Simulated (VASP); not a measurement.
A run of VASP 6.6.1 is set up as follows.

INCAR

```
SYSTEM = Mg2BeS3
PREC = Accurate
ENCUT = 600
EDIFF = 1E-6
ISMEAR = 0
SIGMA = 0.1
LREAL = .False.
LASPH = .True.
NELM = 120
ALGO = Normal
ISIF = 2
LWAVE = .False.
LCHARG = .False.
GGA = PE
NBANDS = 21
GGA_COMPAT = .False.
```

The input KPOINTS:

```
Automatic mesh
0
Gamma
  12 12 12
  0 0 0
```

File POSCAR:

```
Mg2BeS3
1.0
    3.3243938685      1.9193396949      3.0375739314
   -3.3243938685      1.9193396949      3.0375739314
    0.0000000000     -3.8386793897      3.0375739314
Mg Be S
2 1 3
Direct
    0.6776756546      0.6776756546      0.6776756546
    0.3223243454      0.3223243454      0.3223243454
    0.0000000000      0.0000000000      0.0000000000
    0.0000000000      0.5000000000      0.0000000000
    0.5000000000      0.0000000000      0.0000000000
    0.0000000000      0.0000000000      0.5000000000
```

Potentials or basis: VASP PAW PBE potentials, release 64 (Mg, Be, S).

The run is started by

```bash
$ cat potpaw_PBE.64/Mg/POTCAR potpaw_PBE.64/Be/POTCAR potpaw_PBE.64/S/POTCAR > POTCAR
$ mpirun -np 1 vasp_std > vasp.out
```

(1) Estimate the pressure.

(2) Predict the largest force.

(3) Predict the band gap on the k mesh.

## Answers

(1) -0.1 GPa.

(2) 0.008 eV/Å.

(3) zero (band 12 reaches 3.54 eV, above the bottom of band 13 at 2.96 eV).
